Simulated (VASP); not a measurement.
# PbSe (Fm-3m) in VASP: a series of runs, part 2 of 2

VASP 6.6.1.

## Step 3: Single point, r2SCAN, non-collinear spin, zero start, spin-orbit coupling

This run uses another cell than the first one, of 29.24 Å³/atom.

The input, POSCAR:

```
PbSe
1.0
    0.0000000000      3.0809197960      3.0809197960
    3.0809197960      0.0000000000      3.0809197960
    3.0809197960      3.0809197960      0.0000000000
Pb Se
1 1
Direct
    0.0000000000      0.0000000000      0.0000000000
    0.5000000000      0.5000000000      0.5000000000
```

The input, INCAR.step1:

```
SYSTEM = PbSe
PREC     = Accurate       ! precision mode
ENCUT    = 520            ! plane-wave cutoff, eV
ISMEAR   = -1             ! smearing method
SIGMA    = 0.05           ! smearing width, eV
LREAL    = .FALSE.        ! projectors in reciprocal space
LASPH    = .TRUE.         ! aspherical terms in the spheres
NELM     = 150            ! most SCF steps
LNONCOLLINEAR= .TRUE.         ! non-collinear magnetism
MAGMOM   = 0 0 0 0 0 0    ! initial moments
LSORBIT  = .TRUE.         ! spin-orbit coupling
GGA_COMPAT= .FALSE.      
NBANDS   = 32             ! bands
GGA      = PE             ! functional
ALGO     = Normal         ! electronic algorithm
EDIFF    = 1E-4           ! SCF threshold, eV
LWAVE    = .TRUE.         ! write WAVECAR
LCHARG   = .FALSE.        ! write CHGCAR
```

The input, INCAR.step2:

```
SYSTEM = PbSe
PREC     = Accurate       ! precision mode
ENCUT    = 520            ! plane-wave cutoff, eV
EDIFF    = 1E-6           ! SCF threshold, eV
ISMEAR   = -1             ! smearing method
SIGMA    = 0.05           ! smearing width, eV
LREAL    = .FALSE.        ! projectors in reciprocal space
LASPH    = .TRUE.         ! aspherical terms in the spheres
NELM     = 150            ! most SCF steps
ALGO     = Normal         ! electronic algorithm
ISIF     = 2              ! what is computed and relaxed
LWAVE    = .FALSE.        ! write WAVECAR
LCHARG   = .FALSE.        ! write CHGCAR
LNONCOLLINEAR= .TRUE.         ! non-collinear magnetism
MAGMOM   = 0 0 0 0 0 0    ! initial moments
LORBIT   = 11             ! projections on sites
LSORBIT  = .TRUE.         ! spin-orbit coupling
GGA_COMPAT= .FALSE.      
LORBMOM  = .TRUE.       
METAGGA  = R2SCAN         ! meta-GGA
LMIXTAU  = .TRUE.       
NBANDS   = 32             ! bands
ISTART   = 1
```

The input, KPOINTS:

```
regular mesh
0
G
  8 8 8
  0 0 0
```

Potentials or basis: VASP PAW PBE potentials, release 64 (Pb_d, Se).

On the command line:

```sh
$ cat potpaw_PBE.64/Pb_d/POTCAR potpaw_PBE.64/Se/POTCAR > POTCAR
$ cp INCAR.step1 INCAR
$ mpirun -np 1 vasp_ncl > vasp.out
$ cp INCAR.step2 INCAR
$ mpirun -np 1 vasp_ncl > vasp.out
```

OUTCAR:

```text
SYSTEM = PbSe
   PREC = Accurate
   ENCUT = 520
   EDIFF = 1E-6
   ISMEAR = -1
   LREAL = .FALSE.
   LASPH = .TRUE.
   NELM = 150
   ISIF = 2
   LNONCOLLINEAR = .TRUE.
   LORBIT = 11
   LSORBIT = .TRUE.
   METAGGA = R2SCAN
   ISTART = 1

 ion  position               nearest neighbor table
   1  0.000  0.000  0.000-   2 3.08   2 3.08   2 3.08   2 3.08   2 3.08   2 3.08
   2  0.500  0.500  0.500-   1 3.08   1 3.08   1 3.08   1 3.08   1 3.08   1 3.08

  LATTYP: Found a face centered cubic cell.
 ALAT       =     6.1618395920

  Lattice vectors:

 A1 = (   0.0000000000,   3.0809197960,   3.0809197960)
 A2 = (   3.0809197960,   0.0000000000,   3.0809197960)
 A3 = (   3.0809197960,   3.0809197960,   0.0000000000)

Analysis of symmetry for initial positions (statically):
=====================================================================
 Subroutine PRICEL returns:
 Original cell was already a primitive cell.

 Routine SETGRP: Setting up the symmetry group for a
 face centered cubic supercell.

 Subroutine GETGRP returns: Found 48 space group operations
 (whereof 48 operations were pure point group operations)
 out of a pool of 48 trial point group operations.

The static configuration has the point symmetry O_h .

Analysis of symmetry for dynamics (positions and initial velocities):
=====================================================================
 Subroutine PRICEL returns:
 Original cell was already a primitive cell.

 Routine SETGRP: Setting up the symmetry group for a
 face centered cubic supercell.

 Subroutine GETGRP returns: Found 48 space group operations
 (whereof 48 operations were pure point group operations)
 out of a pool of 48 trial point group operations.

The dynamic configuration has the point symmetry O_h .

Analysis of structural, dynamic, and magnetic symmetry:
=====================================================================
 Subroutine PRICEL returns:
 Original cell was already a primitive cell.

 Routine SETGRP: Setting up the symmetry group for a
 face centered cubic supercell.

 Subroutine GETGRP returns: Found 48 space group operations
 (whereof 48 operations were pure point group operations)
 out of a pool of 48 trial point group operations.

The overall configuration has the point symmetry O_h .

 Subroutine INISYM returns: Found 48 space group operations
 (whereof 48 operations are pure point group operations),
 and found     1 'primitive' translations

----------------------------------------------------------------------------------------

                                     Primitive cell

  volume of cell :      58.4886

  direct lattice vectors                    reciprocal lattice vectors
     0.000000000  3.080919796  3.080919796    -0.162289197  0.162289197  0.162289197
     3.080919796  0.000000000  3.080919796     0.162289197 -0.162289197  0.162289197
     3.080919796  3.080919796  0.000000000     0.162289197  0.162289197 -0.162289197

  length of vectors
     4.357078560  4.357078560  4.357078560     0.281093135  0.281093135  0.281093135

  position of ions in fractional coordinates (direct lattice)
[... 977 lines left out ...]

 [... further k-points ...]
[... 5 lines left out ...]
  --------------------------------------------------------------------------------------
  -------------------------------------------------------------------------------------
  Total        0.0766238      0.0766238      0.0766238      0.0000000      0.0000000     -0.0000000
  in kB        2.0989547      2.0989547      2.0989547      0.0000000      0.0000000     -0.0000000
  external PRESSURE =       2.0989547 kB  Pullay stress =       0.0000000 kB

 VOLUME and BASIS-vectors are now :
 -----------------------------------------------------------------------------
  energy-cutoff  :      520.00
  volume of cell :       58.49
      direct lattice vectors                 reciprocal lattice vectors
     0.000000000  3.080919796  3.080919796    -0.162289197  0.162289197  0.162289197
     3.080919796  0.000000000  3.080919796     0.162289197 -0.162289197  0.162289197
     3.080919796  3.080919796  0.000000000     0.162289197  0.162289197 -0.162289197

 POSITION                                       TOTAL-FORCE (eV/Angst)
 -----------------------------------------------------------------------------------
      0.00000      0.00000      0.00000        -0.000000      0.000000     -0.000000
      3.08092      3.08092      3.08092         0.000000      0.000000      0.000000
 -----------------------------------------------------------------------------------
    total drift:                                0.000000     -0.000000     -0.000000

  FREE ENERGIE OF THE ION-ELECTRON SYSTEM (eV)
  ---------------------------------------------------
  free  energy   TOTEN  =       -72.3348009041 eV

  energy  without entropy=      -72.3342866867  energy(sigma->0) =      -72.33454380

 orbital moment (x)

 # of ion     p       d       tot
 ----------------------------------------
  1         0.000   0.000   0.000
  2         0.000   0.000   0.000
 ----------------------------------------
            0.000   0.000   0.000

 orbital moment (y)

 # of ion     p       d       tot
 ----------------------------------------
  1         0.000   0.000   0.000
  2         0.000  -0.000  -0.000
 ----------------------------------------
            0.000   0.000   0.000

 orbital moment (z)

 # of ion     p       d       tot
 ----------------------------------------
  1         0.000   0.000   0.000
  2         0.000   0.000   0.000
 ----------------------------------------
            0.000   0.000   0.000

 Spin-Orbit-Coupling matrix elements

 Ion:    1  E_soc:     -0.7829713
 l=   1
     0.0000000    -0.0657128    -0.0657128
    -0.0657128     0.0000000    -0.0657128
    -0.0657128    -0.0657128     0.0000000
 l=   2
     0.0000000    -0.0130077     0.0000000    -0.0130077    -0.0517747
    -0.0130077     0.0000000    -0.0388310    -0.0130077    -0.0129437
     0.0000000    -0.0388310     0.0000000    -0.0388310     0.0000000
    -0.0130077    -0.0130077    -0.0388310     0.0000000    -0.0129437
    -0.0517747    -0.0129437     0.0000000    -0.0129437     0.0000000
 l=   3
     0.0000000     0.0000000     0.0000000     0.0000000     0.0000000     0.0000000     0.0000000
     0.0000000     0.0000000     0.0000000     0.0000000     0.0000000     0.0000000     0.0000000
     0.0000000     0.0000000     0.0000000     0.0000000     0.0000000     0.0000000     0.0000000
     0.0000000     0.0000000     0.0000000     0.0000000     0.0000000     0.0000000     0.0000000
     0.0000000     0.0000000     0.0000000     0.0000000     0.0000000     0.0000000     0.0000000
     0.0000000     0.0000000     0.0000000     0.0000000     0.0000000     0.0000000     0.0000000
     0.0000000     0.0000000     0.0000000     0.0000000     0.0000000     0.0000000     0.0000000

 Ion:    2  E_soc:     -0.0458504
 l=   1
     0.0000000    -0.0076547    -0.0076547
    -0.0076547     0.0000000    -0.0076547
    -0.0076547    -0.0076547     0.0000000
 l=   2
     0.0000000    -0.0000015     0.0000000    -0.0000015     0.0000144
    -0.0000015     0.0000000     0.0000108    -0.0000015     0.0000036
     0.0000000     0.0000108     0.0000000     0.0000108     0.0000000
    -0.0000015    -0.0000015     0.0000108     0.0000000     0.0000036
     0.0000144     0.0000036     0.0000000     0.0000036     0.0000000
 l=   3
     0.0000000     0.0000000     0.0000000     0.0000000     0.0000000     0.0000000     0.0000000
     0.0000000     0.0000000     0.0000000     0.0000000     0.0000000     0.0000000     0.0000000
     0.0000000     0.0000000     0.0000000     0.0000000     0.0000000     0.0000000     0.0000000
     0.0000000     0.0000000     0.0000000     0.0000000     0.0000000     0.0000000     0.0000000
     0.0000000     0.0000000     0.0000000     0.0000000     0.0000000     0.0000000     0.0000000
     0.0000000     0.0000000     0.0000000     0.0000000     0.0000000     0.0000000     0.0000000
     0.0000000     0.0000000     0.0000000     0.0000000     0.0000000     0.0000000     0.0000000

 total charge

# of ion       s       p       d       tot
------------------------------------------
    1        1.468   0.526   9.834  11.829
    2        1.464   2.375   0.016   3.855
--------------------------------------------------
tot          2.932   2.901   9.851  15.684

 magnetization (x)

# of ion       s       p       d       tot
------------------------------------------
    1        0.000   0.000   0.000   0.000
    2        0.000   0.000  -0.000  -0.000
--------------------------------------------------
tot          0.000   0.000   0.000   0.000

 magnetization (y)

# of ion       s       p       d       tot
------------------------------------------
    1        0.000   0.000   0.000   0.000
    2        0.000   0.000   0.000   0.000
--------------------------------------------------
tot          0.000   0.000   0.000   0.000

 magnetization (z)

# of ion       s       p       d       tot
------------------------------------------
    1        0.000   0.000   0.000   0.000
    2        0.000   0.000   0.000   0.000
--------------------------------------------------
tot          0.000   0.000   0.000   0.000
```

Wall time 8.5 min (1 thread of Intel Xeon 6975P-C (Granite Rapids), shared host); peak memory 0.41 GiB.

What came out:

| Property | Result |
| --- | --- |
| Free energy | -72.3348 eV |
| Pressure | 0.2 GPa |
| Net moment | 0.00 μB per cell |
| Valence electrons inside the program's atomic spheres | Pb 11.83; Se 3.85 |

Moments on the atoms (μB; x, y, z):
```
Pb  0.00 0.00 0.00
Se  0.00 0.00 0.00
```

Caveat: the PAW data sets were made with another functional, which shifts forces and pressure a little.

## Step 4: Single point, r2SCAN, non-collinear spin, zero start, spin-orbit coupling

This run uses another cell than the first one, of 29.82 Å³/atom.

The input, POSCAR:

```
PbSe
1.0
    0.0000000000      3.1009263293      3.1009263293
    3.1009263293      0.0000000000      3.1009263293
    3.1009263293      3.1009263293      0.0000000000
Pb Se
1 1
Direct
    0.0000000000      0.0000000000      0.0000000000
    0.5000000000      0.5000000000      0.5000000000
```

The input, INCAR.step1:

```
SYSTEM = PbSe
PREC = Accurate
ENCUT = 520
ISMEAR = -1
SIGMA = 0.05
LREAL = .False.
LASPH = .True.
NELM = 150
LNONCOLLINEAR = .True.
MAGMOM = 0 0 0 0 0 0
LSORBIT = .True.
GGA_COMPAT = .False.
NBANDS = 32
GGA = PE
ALGO = Normal
EDIFF = 1E-4
LWAVE = .True.
LCHARG = .False.
```

The input, INCAR.step2:

```
SYSTEM = PbSe
PREC = Accurate
ENCUT = 520
EDIFF = 1E-6
ISMEAR = -1
SIGMA = 0.05
LREAL = .False.
LASPH = .True.
NELM = 150
ALGO = Normal
ISIF = 2
LWAVE = .False.
LCHARG = .True.
LNONCOLLINEAR = .True.
MAGMOM = 0 0 0 0 0 0
LORBIT = 11
LSORBIT = .True.
GGA_COMPAT = .False.
LORBMOM = .True.
METAGGA = R2SCAN
LMIXTAU = .True.
LVHAR = .True.
NBANDS = 32
ISTART = 1
```

The input, KPOINTS:

```
Automatic mesh
0
Gamma
  8 8 8
  0 0 0
```

On the command line:

```sh
$ cat potpaw_PBE.64/Pb_d/POTCAR potpaw_PBE.64/Se/POTCAR > POTCAR
$ cp INCAR.step1 INCAR
$ mpirun -np 1 vasp_ncl > vasp.out
$ cp INCAR.step2 INCAR
$ mpirun -np 1 vasp_ncl > vasp.out
```

Wall time 14 min (1 thread of Intel Xeon 6975P-C (Granite Rapids), shared host); peak memory 0.49 GiB.

It converged, with:

| Item | Value |
| --- | --- |
| Free energy | -72.3332 eV |
| Pressure | -0.7 GPa |
| Net moment | 0.00 μB per cell |
| Valence electrons inside the program's atomic spheres | Pb 11.82; Se 3.85 |

Moments on the atoms (μB; x, y, z):
```
Pb  0.00 0.00 0.00
Se  0.00 0.00 0.00
```

Caveat: the PAW data sets were made with another functional, which shifts forces and pressure a little.

## Step 5: Single point, PBEsol-based global hybrid with 25 % exact exchange

This run uses another cell than the first one, of 29.24 Å³/atom.

The input, POSCAR:

```
PbSe
1.0
    0.0000000000      3.0809197960      3.0809197960
    3.0809197960      0.0000000000      3.0809197960
    3.0809197960      3.0809197960      0.0000000000
Pb Se
1 1
Direct
    0.0000000000      0.0000000000      0.0000000000
    0.5000000000      0.5000000000      0.5000000000
```

The input, INCAR.step1:

```
SYSTEM = PbSe
ALGO = Normal ; EDIFF = 1E-5
ENCUT = 520 ; GGA = PE
ISIF = 2 ; ISMEAR = -1
LASPH = .True. ; LCHARG = .False.
LREAL = .False. ; LWAVE = .True.
NBANDS = 17 ; NELM = 80
PREC = Accurate ; SIGMA = 0.05
```

The input, INCAR.step2:

```
SYSTEM = PbSe
AEXX = 0.25 ; ALGO = Normal
EDIFF = 1E-6 ; ENCUT = 520
GGA = PS ; ISIF = 2
ISMEAR = -1 ; ISTART = 1
LASPH = .True. ; LCHARG = .False.
LHFCALC = .True. ; LREAL = .False.
LWAVE = .False. ; NBANDS = 17
NELM = 80 ; PREC = Accurate
PRECFOCK = Normal ; SIGMA = 0.05
```

The input, KPOINTS:

```
k-points
0
Gamma
  4 4 4
  0 0 0
```

Potentials or basis: VASP PAW PBE potentials, release 64 (Pb_d, Se).

On the command line:

```sh
$ cat potpaw_PBE.64/Pb_d/POTCAR potpaw_PBE.64/Se/POTCAR > POTCAR
$ cp INCAR.step1 INCAR
$ mpirun -np 1 vasp_std > vasp.out
$ cp INCAR.step2 INCAR
$ mpirun -np 1 vasp_std > vasp.out
```

OUTCAR:

```text
SYSTEM = PbSe
   AEXX = 0.25
   EDIFF = 1E-6
   ENCUT = 520
   GGA = PS
   ISIF = 2
   ISMEAR = -1
   ISTART = 1
   LASPH = .True.
   LHFCALC = .True.
   LREAL = .False.
   NELM = 80
   PREC = Accurate
   PRECFOCK = Normal

 ion  position               nearest neighbor table
   1  0.000  0.000  0.000-   2 3.08   2 3.08   2 3.08   2 3.08   2 3.08   2 3.08
   2  0.500  0.500  0.500-   1 3.08   1 3.08   1 3.08   1 3.08   1 3.08   1 3.08

  LATTYP: Found a face centered cubic cell.
 ALAT       =     6.1618395920
[... 339 lines left out ...]

  FORCE on cell =-STRESS in cart. coord.  units (eV):
  Direction    XX          YY          ZZ          XY          YZ          ZX
  --------------------------------------------------------------------------------------
  -------------------------------------------------------------------------------------
  Total       -0.6956686     -0.6956686     -0.6956686     -0.0000000      0.0000000     -0.0000000
  in kB      -19.0564425    -19.0564425    -19.0564425     -0.0000000      0.0000000     -0.0000000
  external PRESSURE =     -19.0564425 kB  Pullay stress =       0.0000000 kB

 VOLUME and BASIS-vectors are now :
 -----------------------------------------------------------------------------
  energy-cutoff  :      520.00
  volume of cell :       58.49
      direct lattice vectors                 reciprocal lattice vectors
     0.000000000  3.080919796  3.080919796    -0.162289197  0.162289197  0.162289197
     3.080919796  0.000000000  3.080919796     0.162289197 -0.162289197  0.162289197
     3.080919796  3.080919796  0.000000000     0.162289197  0.162289197 -0.162289197

 POSITION                                       TOTAL-FORCE (eV/Angst)
 -----------------------------------------------------------------------------------
      0.00000      0.00000      0.00000        -0.000000      0.000000      0.000000
      3.08092      3.08092      3.08092         0.000000     -0.000000      0.000000
 -----------------------------------------------------------------------------------
    total drift:                                0.000001     -0.000000     -0.000000

  FREE ENERGIE OF THE ION-ELECTRON SYSTEM (eV)
  ---------------------------------------------------
  free  energy   TOTEN  =       -11.2779251454 eV

  energy  without entropy=      -11.2779249279  energy(sigma->0) =      -11.27792504
```

Wall time 23 min (1 thread of Intel Xeon 8259CL, shared host); peak memory 0.2 GiB.

What came out:

```
Free energy            : -11.2779 eV
Pressure               : -1.9 GPa
Band gap on the k mesh : 1.36 eV
```

Caveat: the k points lie up to 0.44 Å⁻¹ apart; the PAW data sets were made with another functional, which shifts forces and pressure a little; spin-orbit coupling is left out, which moves the levels of the heavy elements. A k mesh can miss the band edges.

## Step 6: Overview

| level | spin | cell | k mesh | grid for exact exchange (PRECFOCK) | share of exact exchange | pressure (GPa) | moment (μB) |
| --- | --- | --- | --- | --- | --- | --- | --- |
| r2SCAN | non-collinear, zero start, SOC | a = 4.328 Å, angles 60.0°, 2 atoms | 8 × 8 × 8 | - | - | 1.3 | 0.00 |
| r2SCAN | non-collinear, zero start, SOC | a = 4.357 Å, angles 60.0°, 2 atoms | 8 × 8 × 8 | - | - | 0.2 | 0.00 |
| r2SCAN | non-collinear, zero start, SOC | a = 4.385 Å, angles 60.0°, 2 atoms | 8 × 8 × 8 | - | - | -0.7 | 0.00 |
| PBEsol-based global hybrid with 25 % exact exchange | off | a = 4.357 Å, angles 60.0°, 2 atoms | 4 × 4 × 4 | Normal | 0.25 | -1.9 | - |

Alike in all rows: task single point; potentials or basis VASP PAW PBE potentials, release 64 (Pb_d, Se); cutoff (eV) 520; smearing fermi-dirac 0.05 eV.

Caveats: some runs use coarse meshes; the PAW data sets were made with another functional, which shifts forces and pressure a little; spin-orbit coupling is left out, which moves the levels of the heavy elements (at least some runs).

Total energies depend on the potentials used, so only differences within one code and one set of settings carry meaning.
